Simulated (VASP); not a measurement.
# ZnO (Pm-3m) in VASP: notebook

ZnO is run at these levels: PBE; tasks: single point.

Program: VASP 6.6.1. These are calculated values, not measurements. Logs are shortened: lines on timing, memory, paths and dates and some standing lists are left out, and cuts for length are marked.

## 1. The cell of the first run

Symmetry: Pm-3m, No. 221, cubic system. Conventional cell: a = 2.646 Å, b = 2.646 Å, c = 2.646 Å, α = 90.00°, β = 90.00°, γ = 90.00°. Zn (site symmetry m-3m) has 8 O at 2.29 Å and 6 Zn at 2.65 Å within 3.0 Å. Within 3.0 Å of O (site symmetry m-3m) lie 8 Zn at 2.29 Å and 6 O at 2.65 Å.

## 2. Single point, PBE

The input, INCAR:

```
SYSTEM = ZnO
PREC = Accurate
ENCUT = 600
EDIFF = 1E-6
ISMEAR = -1
SIGMA = 0.02
LREAL = .False.
LASPH = .True.
NELM = 120
ALGO = Normal
ISIF = 2
LWAVE = .False.
LCHARG = .False.
GGA = PE
NBANDS = 16
GGA_COMPAT = .False.
```

The input, KPOINTS:

```
Automatic mesh
0
Gamma
  2 2 2
  0 0 0
```

The input, POSCAR:

```
ZnO
1.0
    2.6461709590      0.0000000000      0.0000000000
    0.0000000000      2.6461709590      0.0000000000
    0.0000000000      0.0000000000      2.6461709590
Zn O
1 1
Direct
    0.0000000000      0.0000000000      0.0000000000
    0.5000000000      0.5000000000      0.5000000000
```

Potentials or basis: VASP PAW PBE potentials, release 64 (Zn, O).

Run with:

```bash
cat potpaw_PBE.64/Zn/POTCAR potpaw_PBE.64/O/POTCAR > POTCAR
mpirun -np 1 vasp_std > vasp.out
```

OUTCAR:

```text
SYSTEM = ZnO
   PREC = Accurate
   ENCUT = 600
   EDIFF = 1E-6
   ISMEAR = -1
   LREAL = .False.
   LASPH = .True.
   NELM = 120
   ISIF = 2
   GGA = PE

 ion  position               nearest neighbor table
   1  0.000  0.000  0.000-   2 2.29   2 2.29   2 2.29   2 2.29   2 2.29   2 2.29   2 2.29   2 2.29

   2  0.500  0.500  0.500-   1 2.29   1 2.29   1 2.29   1 2.29   1 2.29   1 2.29   1 2.29   1 2.29

  LATTYP: Found a simple cubic cell.
 ALAT       =     2.6461709590

  Lattice vectors:

 A1 = (   2.6461709590,   0.0000000000,   0.0000000000)
 A2 = (   0.0000000000,   2.6461709590,   0.0000000000)
 A3 = (   0.0000000000,   0.0000000000,   2.6461709590)

Analysis of symmetry for initial positions (statically):
=====================================================================
 Subroutine PRICEL returns:
 Original cell was already a primitive cell.

 Routine SETGRP: Setting up the symmetry group for a
 simple cubic supercell.

 Subroutine GETGRP returns: Found 48 space group operations
 (whereof 48 operations were pure point group operations)
 out of a pool of 48 trial point group operations.

The static configuration has the point symmetry O_h .

Analysis of symmetry for dynamics (positions and initial velocities):
=====================================================================
 Subroutine PRICEL returns:
 Original cell was already a primitive cell.

 Routine SETGRP: Setting up the symmetry group for a
 simple cubic supercell.

 Subroutine GETGRP returns: Found 48 space group operations
 (whereof 48 operations were pure point group operations)
 out of a pool of 48 trial point group operations.

The dynamic configuration has the point symmetry O_h .

 Subroutine INISYM returns: Found 48 space group operations
 (whereof 48 operations are pure point group operations),
 and found     1 'primitive' translations

----------------------------------------------------------------------------------------

                                     Primitive cell

  volume of cell :      18.5291

  direct lattice vectors                    reciprocal lattice vectors
     2.646170959  0.000000000  0.000000000     0.377904533  0.000000000  0.000000000
     0.000000000  2.646170959  0.000000000     0.000000000  0.377904533  0.000000000
     0.000000000  0.000000000  2.646170959     0.000000000  0.000000000  0.377904533

  length of vectors
     2.646170959  2.646170959  2.646170959     0.377904533  0.377904533  0.377904533

  position of ions in fractional coordinates (direct lattice)
     0.000000000  0.000000000  0.000000000
     0.500000000  0.500000000  0.500000000

  ion indices of the primitive-cell ions
   primitive index   ion index
                 1           1
                 2           2

----------------------------------------------------------------------------------------

 KPOINTS: Automatic mesh

Automatic generation of k-mesh.
 Grid dimensions read from file:
 generate k-points for:    2    2    2

 Generating k-lattice:

  Cartesian coordinates                     Fractional coordinates (reciprocal lattice)
     0.188952266  0.000000000  0.000000000     0.500000000  0.000000000  0.000000000
     0.000000000  0.188952266  0.000000000     0.000000000  0.500000000  0.000000000
     0.000000000  0.000000000  0.188952266     0.000000000  0.000000000  0.500000000

  Length of vectors
     0.188952266  0.188952266  0.188952266

  Shift w.r.t. Gamma in fractional coordinates (k-lattice)
     0.000000000  0.000000000  0.000000000

 Subroutine IBZKPT returns following result:
 ===========================================

 Found      4 irreducible k-points:

 Following reciprocal coordinates:
            Coordinates               Weight
  0.000000  0.000000  0.000000      1.000000
  0.500000  0.000000  0.000000      3.000000
  0.500000  0.500000  0.000000      3.000000
  0.500000  0.500000  0.500000      1.000000
   k-points           NKPTS =      4   k-points in BZ     NKDIM =      4   number of bands    NBANDS=     16
   number of dos      NEDOS =    301   number of ions     NIONS =      2
   total plane-waves  NPLWV =  13824
   dimension x,y,z NGX =    24 NGY =   24 NGZ =   24
   dimension x,y,z NGXF=    48 NGYF=   48 NGZF=   48
   ions per type =               1   1
   NGX,Y,Z   is equivalent  to a cutoff of  15.08, 15.08, 15.08 a.u.
   NGXF,Y,Z  is equivalent  to a cutoff of  30.16, 30.16, 30.16 a.u.
 SYSTEM =  ZnO
   PREC   = accura    normal or accurate (medium, high low for compatibility)
   ISTART =      0    job   : 0-new  1-cont  2-samecut
   ICHARG =      2    charge: 1-file 2-atom 10-const
   ISPIN  =      1    spin polarized calculation?
   LNONCOLLINEAR =      F non collinear calculations
   LSORBIT =      F    spin-orbit coupling
   LASPH  =      T    aspherical Exc in radial PAW
   ENCUT  =  600.0 eV  44.10 Ry    6.64 a.u.   5.29  5.29  5.29*2*pi/ulx,y,z
   NELM   =    120;   NELMIN=  2; NELMDL= -5     # of ELM steps
   EDIFF  = 0.1E-05   stopping-criterion for ELM
   LREAL  =      F    real-space projection
   EDIFFG = 0.1E-04   stopping-criterion for IOM
   NSW    =      0    number of steps for IOM
   IBRION =     -1    ionic relax: 0-MD 1-quasi-New 2-CG
   NFREE  =      0    steps in history (QN), initial steepest desc. (CG)
   ISIF   =      2    stress and relaxation
   ISYM   =      2    0-nonsym 1-usesym 2-fastsym
   POTIM  = 0.5000    time-step for ionic-motion
   TEBEG  =    0.0;   TEEND  =   0.0 temperature during run
   PSTRESS=    0.0 pullay stress
   NELECT =      18.0000    total number of electrons
   NUPDOWN=      -1.0000    fix difference up-down
   EMIN   =  10.00;   EMAX   =-10.00  energy-range for DOS
   EFERMI =   0.00;   METHOD = LEGACY
   ISMEAR =    -1;   SIGMA  =   0.02  broadening in eV -4-tet -1-fermi 0-gaus
   EFERMI_NEDOS =   21; number of points for ismear=-14 and -15
   IALGO  =     38    algorithm
   IMIX   =      4    mixing-type and parameters
     AMIX     =   0.40;   BMIX     =  1.00
     AMIX_MAG =   1.60;   BMIX_MAG =  1.00
  volume/ion in A,a.u.               =       9.26        62.52
  Fermi-wavevector in a.u.,A,eV,Ry     =   1.621366  3.063938 35.767379  2.628828
  Thomas-Fermi vector in A             =   2.715154
   LORBIT       =      0    0 simple, 1 ext, 2 COOP (PROOUT), +10 PAW based schemes
   GGA     = PE    functional components
   LHFCALC =     F    Hartree Fock is set to
   AEXX    =    0.0000 exact exchange contribution
   IVDW    =     0    specifies the selected vdW correction
   LEPSILON=     F    determine dielectric tensor
   LRPA    =     F    only Hartree local field effects (RPA)
 non-spin polarized calculation
  energy-cutoff  :      600.00
  volume of cell :       18.53
 maximum number of plane-waves:       624
 NGX is ok and might be reduce to    24
   NGX = 11   NGY = 11   NGZ = 11

 number of electron      18.0000016 magnetization

 Free energy of the ion-electron system (eV)
  ---------------------------------------------------
  ext. energy  EPLUGINS =         0.00000000
  ---------------------------------------------------
  free energy    TOTEN  =        -5.64624582 eV

  energy without entropy =       -5.63268678  energy(sigma->0) =       -5.63946630

 E-fermi :   4.1771     XC(G=0): -12.7180

 val. band max:        4.1448402414   @ k =   0.5000   0.0000   0.0000
 cond. band min:       6.2659126824   @ k =   0.5000   0.5000   0.0000
 fundamental gap:      2.1210724410
 Fermi energy:         4.1770569791

 k-point     1 :       0.0000    0.0000    0.0000
  band No.  band energies     occupation
      1     -14.8137      2.00000
      2      -3.1780      2.00000
      3      -3.1780      2.00000
      4      -1.9881      2.00000
      5      -1.9881      2.00000
      6      -1.9881      2.00000
[... 8 lines left out ...]
     15      21.6753      0.00000
     16      36.3913      0.00000

 k-point     2 :       0.5000    0.0000    0.0000
  band No.  band energies     occupation
      1     -13.3621      2.00000
      2      -4.6911      2.00000
      3      -3.0301      2.00000
      4      -2.5982      2.00000
      5      -2.5982      2.00000
      6      -1.9508      2.00000
[... 8 lines left out ...]
     15      23.5571      0.00000
     16      32.0661      0.00000

 k-point     3 :       0.5000    0.5000    0.0000
  band No.  band energies     occupation
      1     -12.5688      2.00000
      2      -2.8848      2.00000
      3      -2.2860      2.00000
      4      -2.2860      2.00000
      5      -2.1416      2.00000
      6      -1.7242      2.00000
[... 8 lines left out ...]
     15      27.2052      0.00000
     16      27.2052      0.00000

 k-point     4 :       0.5000    0.5000    0.5000
  band No.  band energies     occupation
      1     -11.5511      2.00000
      2      -3.8005      2.00000
      3      -3.8005      2.00000
      4      -3.8005      2.00000
      5      -1.7050      2.00000
      6      -1.7050      2.00000
[... 8 lines left out ...]
     15      25.2429      0.00000
     16      25.2429      0.00000

------------------------ aborting loop because EDIFF is reached ----------------------------------------

  FORCE on cell =-STRESS in cart. coord.  units (eV):
  Direction    XX          YY          ZZ          XY          YZ          ZX
  --------------------------------------------------------------------------------------
  -------------------------------------------------------------------------------------
  Total        3.3810800      3.3810800      3.3810800     -0.0000000     -0.0000000      0.0000000
  in kB      292.3562128    292.3562128    292.3562128     -0.0000000     -0.0000000      0.0000000
  external PRESSURE =     292.3562128 kB  Pullay stress =       0.0000000 kB

 VOLUME and BASIS-vectors are now :
 -----------------------------------------------------------------------------
  energy-cutoff  :      600.00
  volume of cell :       18.53
      direct lattice vectors                 reciprocal lattice vectors
     2.646170959  0.000000000  0.000000000     0.377904533  0.000000000  0.000000000
     0.000000000  2.646170959  0.000000000     0.000000000  0.377904533  0.000000000
     0.000000000  0.000000000  2.646170959     0.000000000  0.000000000  0.377904533

 POSITION                                       TOTAL-FORCE (eV/Angst)
 -----------------------------------------------------------------------------------
      0.00000      0.00000      0.00000         0.000000      0.000000      0.000000
      1.32309      1.32309      1.32309         0.000000      0.000000      0.000000
 -----------------------------------------------------------------------------------
    total drift:                                0.000000      0.000000     -0.000000

  FREE ENERGIE OF THE ION-ELECTRON SYSTEM (eV)
  ---------------------------------------------------
  free  energy   TOTEN  =        -5.6462458202 eV

  energy  without entropy=       -5.6326867810  energy(sigma->0) =       -5.63946630
```

Run time: 1.9 s. Hardware: 1 thread of Intel Xeon 6975P-C (Granite Rapids), shared host; peak memory 0.13 GiB.

Results:

```yaml
Free_energy: -5.6462 eV
Pressure: 29.2 GPa
Band_gap_on_the_k_mesh: zero (band 9 reaches 4.14 eV, above the bottom of band 10 at 3.13 eV)
```

Levels at points of the mesh, in eV from the Fermi level:
```
           k point  band 5  band 6  band 7  band 8  band 9  band 10  band 11  band 12  band 13  band 14
(0.00, 0.00, 0.00)   -6.17   -6.17   -1.34   -1.34   -1.34    -1.05    13.79    13.79    17.50    17.50
(0.50, 0.00, 0.00)   -6.78   -6.13   -5.20   -0.03   -0.03     4.81     6.62    15.41    15.41    16.92
(0.50, 0.50, 0.00)   -6.32   -5.90   -5.39   -5.39   -0.16     2.09    10.09    10.09    15.69    21.06
(0.50, 0.50, 0.50)   -5.88   -5.88   -1.66   -1.66   -1.66     4.91     4.91     4.91     9.19    21.07
```

Caveat: the k points lie up to 1.19 Å⁻¹ apart.

## 3. Single point, PBE

The input, INCAR:

```
ALGO = Normal
EDIFF = 1E-6
ENCUT = 600
GGA = PE
GGA_COMPAT = False
ISIF = 2
ISMEAR = -1
LASPH = True
LCHARG = False
LREAL = False
LWAVE = False
NBANDS = 16
NELM = 120
PREC = Accurate
SIGMA = 0.02
```

The input, KPOINTS:

```
k-points
0
Gamma
  4 4 4
```

POSCAR is that of step 2.

Potentials or basis: VASP PAW PBE potentials, release 64 (Zn, O).

Run with:

```bash
cat potpaw_PBE.64/Zn/POTCAR potpaw_PBE.64/O/POTCAR > POTCAR
mpirun -np 1 vasp_std > vasp.out
```

OUTCAR:

```text
EDIFF = 1E-6
   ENCUT = 600
   GGA = PE
   ISIF = 2
   ISMEAR = -1
   LASPH = True
   LREAL = False
   NELM = 120
   PREC = Accurate

 ion  position               nearest neighbor table
   1  0.000  0.000  0.000-   2 2.29   2 2.29   2 2.29   2 2.29   2 2.29   2 2.29   2 2.29   2 2.29

   2  0.500  0.500  0.500-   1 2.29   1 2.29   1 2.29   1 2.29   1 2.29   1 2.29   1 2.29   1 2.29

  LATTYP: Found a simple cubic cell.
 ALAT       =     2.6461709590

  Lattice vectors:

 A1 = (   2.6461709590,   0.0000000000,   0.0000000000)
 A2 = (   0.0000000000,   2.6461709590,   0.0000000000)
 A3 = (   0.0000000000,   0.0000000000,   2.6461709590)

Analysis of symmetry for initial positions (statically):
=====================================================================
 Subroutine PRICEL returns:
 Original cell was already a primitive cell.

 Routine SETGRP: Setting up the symmetry group for a
 simple cubic supercell.

 Subroutine GETGRP returns: Found 48 space group operations
 (whereof 48 operations were pure point group operations)
[... 146 lines left out ...]

  energy without entropy =       -7.39726901  energy(sigma->0) =       -7.39815874

 E-fermi :   3.6412     XC(G=0): -12.7698

 val. band max:        3.6084027991   @ k =   0.5000   0.0000   0.0000
 cond. band min:       6.1205890437   @ k =   0.2500   0.0000   0.0000
 fundamental gap:      2.5121862446
 Fermi energy:         3.6412237166

 k-point     1 :       0.0000    0.0000    0.0000
  band No.  band energies     occupation
      1     -15.2504      2.00000
      2      -2.9898      2.00000
      3      -2.9898      2.00000
      4      -1.7917      2.00000
      5      -1.7917      2.00000
      6      -1.7917      2.00000
[... 167 lines left out ...]
      3      -3.7611      2.00000
      4      -3.7611      2.00000
      5      -1.5004      2.00000
      6      -1.5004      2.00000
[... 8 lines left out ...]
     15      24.9344      0.00000
     16      24.9344      0.00000

------------------------ aborting loop because EDIFF is reached ----------------------------------------

  FORCE on cell =-STRESS in cart. coord.  units (eV):
  Direction    XX          YY          ZZ          XY          YZ          ZX
  --------------------------------------------------------------------------------------
  -------------------------------------------------------------------------------------
  Total        1.1492579      1.1492579      1.1492579      0.0000000      0.0000000     -0.0000000
  in kB       99.3743726     99.3743726     99.3743726      0.0000000      0.0000000     -0.0000000
  external PRESSURE =      99.3743726 kB  Pullay stress =       0.0000000 kB

 VOLUME and BASIS-vectors are now :
 -----------------------------------------------------------------------------
  energy-cutoff  :      600.00
  volume of cell :       18.53
      direct lattice vectors                 reciprocal lattice vectors
     2.646170959  0.000000000  0.000000000     0.377904533  0.000000000  0.000000000
     0.000000000  2.646170959  0.000000000     0.000000000  0.377904533  0.000000000
     0.000000000  0.000000000  2.646170959     0.000000000  0.000000000  0.377904533

 POSITION                                       TOTAL-FORCE (eV/Angst)
 -----------------------------------------------------------------------------------
      0.00000      0.00000      0.00000         0.000000      0.000000      0.000000
      1.32309      1.32309      1.32309         0.000000      0.000000      0.000000
 -----------------------------------------------------------------------------------
    total drift:                                0.000000      0.000000     -0.000000

  FREE ENERGIE OF THE ION-ELECTRON SYSTEM (eV)
  ---------------------------------------------------
  free  energy   TOTEN  =        -7.3990484685 eV

  energy  without entropy=       -7.3972690063  energy(sigma->0) =       -7.39815874
```

It took 2.3 s on 1 thread of Intel Xeon 6975P-C (Granite Rapids), shared host; peak memory 0.13 GiB.

What came out:

```yaml
Free_energy: -7.3990 eV
Pressure: 9.9 GPa
Band_gap_on_the_k_mesh: zero (band 9 reaches 3.61 eV, above the bottom of band 10 at 2.98 eV)
```

Levels at points of the mesh, in eV from the Fermi level:
| k point | band 7 | band 8 | band 9 | band 10 | band 11 | band 12 |
| --- | --- | --- | --- | --- | --- | --- |
| (0.00, 0.00, 0.00) | -1.33 | -1.33 | -1.33 | -0.66 | 14.30 | 14.30 |
| (0.50, 0.00, 0.00) | -4.58 | -0.03 | -0.03 | 5.24 | 6.81 | 15.98 |
| (0.50, 0.50, 0.00) | -5.19 | -5.16 | -0.22 | 2.71 | 10.37 | 10.37 |
| (0.50, 0.50, 0.50) | -1.45 | -1.45 | -1.45 | 5.48 | 5.48 | 5.48 |

Caveat: the k points lie up to 0.59 Å⁻¹ apart.
